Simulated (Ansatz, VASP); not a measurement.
# Two plane-wave programs on ZnS

```
Zn S
1.0
     3.81100    0.00000    0.00000
    -1.90550    3.30042    0.00000
     0.00000    0.00000    6.23400
Zn S
2 2
Cartesian
  0.0000 2.2003 0.6000
  1.9055 1.1001 3.1170
  0.0000 2.2003 2.4001
  1.9055 1.1001 5.5171
```

Alike in both runs: task single point; functional PBE; k mesh 12 × 12 × 6; occupations fermi-dirac, width 0.02 eV; no spin polarisation.

```csv
,VASP,Ansatz
version,VASP 6.6.1,Ansatz 0.2.0
potentials or method,"VASP PAW PBE potentials, release 64 (Zn, S), cutoff 520 eV","scalar-relativistic, plane waves, PAW"
valence electrons in the cell,36,36
```

|  | VASP | Ansatz | Ansatz less VASP |
| --- | --- | --- | --- |
| gap on the k mesh at the Fermi level (eV) | 1.22 | 1.24 | +0.023 |
| least direct gap on the mesh (eV) | 1.22 | 1.24 | +0.023 |
| pressure (GPa) | 12.5 | 12.1 | -0.33 |
| traceless stress, the component that is largest in VASP (GPa) | 23.29 | 23.01 | -0.277 |
| rms of the force components (eV/Å) | 4.834 | 4.770 | -0.0639 |

Atom by atom the forces differ by 0.064 eV/Å (rms over components). With one functional, cell and mesh, what is left measures potentials, basis and numerics.
